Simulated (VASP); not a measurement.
# BN in VASP: further runs, part 2 of 3

VASP 6.6.1. Earlier steps stand in the parts before.

## 4. Single point, PBEsol (atoms displaced along a vibrational mode)

The input, INCAR:

```
SYSTEM = BN
  PREC = Accurate
  ENCUT = 600
  EDIFF = 1E-6
  ISMEAR = 0
  SIGMA = 0.05
  LREAL = .FALSE.
  LASPH = .TRUE.
  NELM = 120
  ALGO = Normal
  ISIF = 2
  LWAVE = .FALSE.
  LCHARG = .FALSE.
  GGA = PS
  NBANDS = 26
  GGA_COMPAT = .FALSE.
```

The input, KPOINTS:

```
regular mesh
0
G
  10 6 4
  0 0 0
```

The input, POSCAR:

```
BN
1.0
    2.5037762076      0.0000000000      0.0000000000
    0.0000000000      4.3366676023      0.0000000000
    0.0000000000      0.0000000000      7.0340970058
B N
4 4
Direct
    0.0000000000      0.3333333333      0.2323147165
    0.5000000000      0.8333333333      0.2478959631
    0.5000000000      0.1666666667      0.7323147165
    1.0000000000      0.6666666667      0.7478959631
    0.0000000000      0.3333333333      0.7595146094
    0.5000000000      0.8333333333      0.7557579368
    0.5000000000      0.1666666667      0.2595146094
    1.0000000000      0.6666666667      0.2557579368
```

Potentials or basis: VASP PAW PBE potentials, release 64 (B, N).

Run with:

```console
cat potpaw_PBE.64/B/POTCAR potpaw_PBE.64/N/POTCAR > POTCAR
mpirun -np 1 vasp_std > vasp.out
```

OUTCAR:

```text
SYSTEM = BN
   PREC = Accurate
   ENCUT = 600
   EDIFF = 1E-6
   ISMEAR = 0
   LREAL = .FALSE.
   LASPH = .TRUE.
   NELM = 120
   ISIF = 2
   GGA = PS

 ion  position               nearest neighbor table
   1  0.000  0.333  0.232-   8 1.45   7 1.46   7 1.46
   2  0.500  0.833  0.248-   8 1.45   8 1.45   7 1.45
   3  0.500  0.167  0.732-   6 1.45   5 1.46   5 1.46
   4  0.000  0.667  0.748-   6 1.45   6 1.45   5 1.45
   5  0.000  0.333  0.760-   4 1.45   3 1.46   3 1.46
   6  0.500  0.833  0.756-   4 1.45   4 1.45   3 1.45
   7  0.500  0.167  0.260-   2 1.45   1 1.46   1 1.46
   8  0.000  0.667  0.256-   2 1.45   2 1.45   1 1.45

  LATTYP: Found a simple orthorhombic cell.
 ALAT       =     2.5037762076
 B/A-ratio  =     1.7320508076
 C/A-ratio  =     2.8093952584

  Lattice vectors:

 A1 = (   2.5037762076,   0.0000000000,   0.0000000000)
 A2 = (   0.0000000000,   4.3366676023,   0.0000000000)
 A3 = (   0.0000000000,   0.0000000000,   7.0340970058)

Analysis of symmetry for initial positions (statically):
=====================================================================
 Subroutine PRICEL returns:
 Original cell was already a primitive cell.

 Routine SETGRP: Setting up the symmetry group for a
 simple orthorhombic supercell.

 Subroutine GETGRP returns: Found  4 space group operations
 (whereof  2 operations were pure point group operations)
 out of a pool of  8 trial point group operations.

The static configuration has the point symmetry C_1h.
 The point group associated with its full space group is C_2v.

Analysis of symmetry for dynamics (positions and initial velocities):
=====================================================================
 Subroutine PRICEL returns:
 Original cell was already a primitive cell.

 Routine SETGRP: Setting up the symmetry group for a
 simple orthorhombic supercell.

 Subroutine GETGRP returns: Found  4 space group operations
 (whereof  2 operations were pure point group operations)
 out of a pool of  8 trial point group operations.

The dynamic configuration has the point symmetry C_1h.
 The point group associated with its full space group is C_2v.

 Subroutine INISYM returns: Found  4 space group operations
 (whereof  2 operations are pure point group operations),
 and found     1 'primitive' translations

----------------------------------------------------------------------------------------

                                     Primitive cell

  volume of cell :      76.3765

  direct lattice vectors                    reciprocal lattice vectors
     2.503776208  0.000000000  0.000000000     0.399396718  0.000000000  0.000000000
     0.000000000  4.336667602  0.000000000     0.000000000  0.230591803  0.000000000
     0.000000000  0.000000000  7.034097006     0.000000000  0.000000000  0.142164659

  length of vectors
     2.503776208  4.336667602  7.034097006     0.399396718  0.230591803  0.142164659

  position of ions in fractional coordinates (direct lattice)
     0.000000000  0.333333333  0.232314716
     0.500000000  0.833333333  0.247895963
     0.500000000  0.166666667  0.732314716
     0.000000000  0.666666667  0.747895963
     0.000000000  0.333333333  0.759514609
[... 37 lines left out ...]
 ===========================================

 Found     72 irreducible k-points:

 Following reciprocal coordinates:
            Coordinates               Weight
  0.000000  0.000000  0.000000      1.000000
  0.100000  0.000000  0.000000      2.000000
  0.200000  0.000000  0.000000      2.000000
  0.300000  0.000000  0.000000      2.000000
  0.400000  0.000000  0.000000      2.000000
  0.500000  0.000000  0.000000      1.000000
[... 16 lines left out ...]
  0.400000  0.500000  0.000000      2.000000
  0.500000  0.500000  0.000000      1.000000
 [... further k-points ...]
   k-points           NKPTS =     72   k-points in BZ     NKDIM =     72   number of bands    NBANDS=     26
   number of dos      NEDOS =    301   number of ions     NIONS =      8
   total plane-waves  NPLWV =  40320
   dimension x,y,z NGX =    20 NGY =   36 NGZ =   56
   dimension x,y,z NGXF=    40 NGYF=   72 NGZF=  112
   ions per type =               4   4
   NGX,Y,Z   is equivalent  to a cutoff of  13.28, 13.80, 13.24 a.u.
   NGXF,Y,Z  is equivalent  to a cutoff of  26.56, 27.60, 26.47 a.u.
 SYSTEM =  BN
   PREC   = accura    normal or accurate (medium, high low for compatibility)
   ISTART =      0    job   : 0-new  1-cont  2-samecut
   ICHARG =      2    charge: 1-file 2-atom 10-const
   ISPIN  =      1    spin polarized calculation?
   LNONCOLLINEAR =      F non collinear calculations
   LSORBIT =      F    spin-orbit coupling
   LASPH  =      T    aspherical Exc in radial PAW
   ENCUT  =  600.0 eV  44.10 Ry    6.64 a.u.   5.00  8.66 14.05*2*pi/ulx,y,z
   NELM   =    120;   NELMIN=  2; NELMDL= -5     # of ELM steps
   EDIFF  = 0.1E-05   stopping-criterion for ELM
   LREAL  =      F    real-space projection
   EDIFFG = 0.1E-04   stopping-criterion for IOM
   NSW    =      0    number of steps for IOM
   IBRION =     -1    ionic relax: 0-MD 1-quasi-New 2-CG
   NFREE  =      0    steps in history (QN), initial steepest desc. (CG)
   ISIF   =      2    stress and relaxation
   ISYM   =      2    0-nonsym 1-usesym 2-fastsym
   POTIM  = 0.5000    time-step for ionic-motion
   TEBEG  =    0.0;   TEEND  =   0.0 temperature during run
   PSTRESS=    0.0 pullay stress
   NELECT =      32.0000    total number of electrons
   NUPDOWN=      -1.0000    fix difference up-down
   EMIN   =  10.00;   EMAX   =-10.00  energy-range for DOS
   EFERMI =   0.00;   METHOD = LEGACY
   ISMEAR =     0;   SIGMA  =   0.05  broadening in eV -4-tet -1-fermi 0-gaus
   EFERMI_NEDOS =   21; number of points for ismear=-14 and -15
   IALGO  =     38    algorithm
   IMIX   =      4    mixing-type and parameters
     AMIX     =   0.40;   BMIX     =  1.00
     AMIX_MAG =   1.60;   BMIX_MAG =  1.00
  volume/ion in A,a.u.               =       9.55        64.43
  Fermi-wavevector in a.u.,A,eV,Ry     =   1.225006  2.314925 20.417437  1.500639
  Thomas-Fermi vector in A             =   2.360060
   LORBIT       =      0    0 simple, 1 ext, 2 COOP (PROOUT), +10 PAW based schemes
   GGA     = PS    functional components
   LHFCALC =     F    Hartree Fock is set to
   AEXX    =    0.0000 exact exchange contribution
   IVDW    =     0    specifies the selected vdW correction
   LEPSILON=     F    determine dielectric tensor
   LRPA    =     F    only Hartree local field effects (RPA)
 non-spin polarized calculation
 Gauss-broadening in eV      SIGMA  =   0.05
  energy-cutoff  :      600.00
  volume of cell :       76.38
 maximum number of plane-waves:      2594
   NGX = 11   NGY = 17   NGZ = 29

 number of electron      32.0000002 magnetization

 Free energy of the ion-electron system (eV)
  ---------------------------------------------------
  ext. energy  EPLUGINS =         0.00000000
  ---------------------------------------------------
  free energy    TOTEN  =       -72.66816321 eV

  energy without entropy =      -72.66816321  energy(sigma->0) =      -72.66816321

 E-fermi :   2.0488     XC(G=0):  -9.9404

 val. band max:        1.7671870277   @ k =   0.3000   0.0000   0.0000
 cond. band min:       5.4851424206   @ k =   0.0000   0.0000   0.0000
 fundamental gap:      3.7179553929
 Fermi energy:         2.0487552147

 k-point     1 :       0.0000    0.0000    0.0000
  band No.  band energies     occupation
      1     -15.9206      2.00000
      2     -15.7241      2.00000
      3     -12.7062      2.00000
      4     -12.6614      2.00000
      5      -7.1104      2.00000
      6      -7.0620      2.00000
[... 685 lines left out ...]
     25      13.9674      0.00000
     26      13.9674      0.00000

 [... further k-points ...]
[... 5 lines left out ...]
  --------------------------------------------------------------------------------------
  -------------------------------------------------------------------------------------
  Total       -0.1232119     -0.1384753     -1.3318150      0.0000000      0.0000000      0.0000000
  in kB       -2.5846584     -2.9048451    -27.9379475      0.0000000      0.0000000      0.0000000
  external PRESSURE =     -11.1424837 kB  Pullay stress =       0.0000000 kB

 VOLUME and BASIS-vectors are now :
 -----------------------------------------------------------------------------
  energy-cutoff  :      600.00
  volume of cell :       76.38
      direct lattice vectors                 reciprocal lattice vectors
     2.503776208  0.000000000  0.000000000     0.399396718  0.000000000  0.000000000
     0.000000000  4.336667602  0.000000000     0.000000000  0.230591803  0.000000000
     0.000000000  0.000000000  7.034097006     0.000000000  0.000000000  0.142164659

 POSITION                                       TOTAL-FORCE (eV/Angst)
 -----------------------------------------------------------------------------------
      0.00000      1.44556      1.63412         0.000000     -0.086483      2.418164
      1.25189      3.61389      1.74372         0.000000      0.020966      0.760932
      1.25189      0.72278      5.15117         0.000000      0.086483      2.418164
      0.00000      2.89111      5.26077         0.000000     -0.020966      0.760932
      0.00000      1.44556      5.34250         0.000000     -0.211202     -1.853482
      1.25189      3.61389      5.31607         0.000000      0.149881     -1.325614
      1.25189      0.72278      1.82545         0.000000      0.211202     -1.853482
      0.00000      2.89111      1.79903         0.000000     -0.149881     -1.325614
 -----------------------------------------------------------------------------------
    total drift:                                0.000000      0.000000      0.000533

  FREE ENERGIE OF THE ION-ELECTRON SYSTEM (eV)
  ---------------------------------------------------
  free  energy   TOTEN  =       -72.6681632113 eV

  energy  without entropy=      -72.6681632113  energy(sigma->0) =      -72.66816321
```

Run time: 72 s. Hardware: 1 thread of Intel Xeon 6975P-C (Granite Rapids), shared host; peak memory 0.26 GiB.

What came out:

- Free energy: -72.6682 eV
- Pressure: -1.1 GPa
- Largest force: 2.420 eV/Å
- Band gap on the k mesh: 3.72 eV

Forces in eV/Å, atoms in the order of the input:
```
B    0.000 -0.086  2.418
B    0.000  0.021  0.761
B    0.000  0.086  2.418
B    0.000 -0.021  0.761
N    0.000 -0.211 -1.853
N    0.000  0.150 -1.326
N    0.000  0.211 -1.853
N    0.000 -0.150 -1.326
```

Levels at points of the mesh, in eV from the valence-band top:
```
           k point  band 12  band 13  band 14  band 15  band 16  band 17  band 18  band 19  band 20  band 21
(0.00, 0.00, 0.00)    -1.30    -1.17    -1.15    -1.02    -0.46     3.72     4.90     5.21     9.18     9.34
(0.50, 0.00, 0.00)    -5.77    -1.65    -1.65    -0.64    -0.64     5.35     5.35     5.81     5.81    10.19
(0.00, 0.50, 0.00)    -2.91    -2.88    -2.88    -2.72    -2.68     5.74     6.43     8.11     8.50     9.24
(0.50, 0.50, 0.00)    -3.97    -1.31    -1.31    -0.55    -0.55     4.11     4.11     5.22     5.22     9.38
(0.00, 0.00, 0.50)    -1.34    -1.16    -1.16    -0.79    -0.79     4.44     4.44     6.68     6.68     9.78
(0.50, 0.00, 0.50)    -5.78    -1.21    -1.21    -1.11    -1.11     5.39     5.39     5.59     5.59    11.20
(0.00, 0.50, 0.50)    -3.68    -2.89    -2.89    -2.70    -2.70     7.03     7.03     7.72     7.72     9.95
(0.50, 0.50, 0.50)    -3.98    -0.97    -0.97    -0.88    -0.88     4.47     4.47     4.58     4.58     9.76
```

Caveat: the cell differs from its parent crystal (atoms displaced along a vibrational mode); the PAW data sets were made with another functional, which shifts forces and pressure a little; this functional lacks dispersion, which binds the layers, so the pressure and a relaxed spacing across them are unreliable. A k mesh can miss the band edges.

(Part 2 of 3 ends here.)
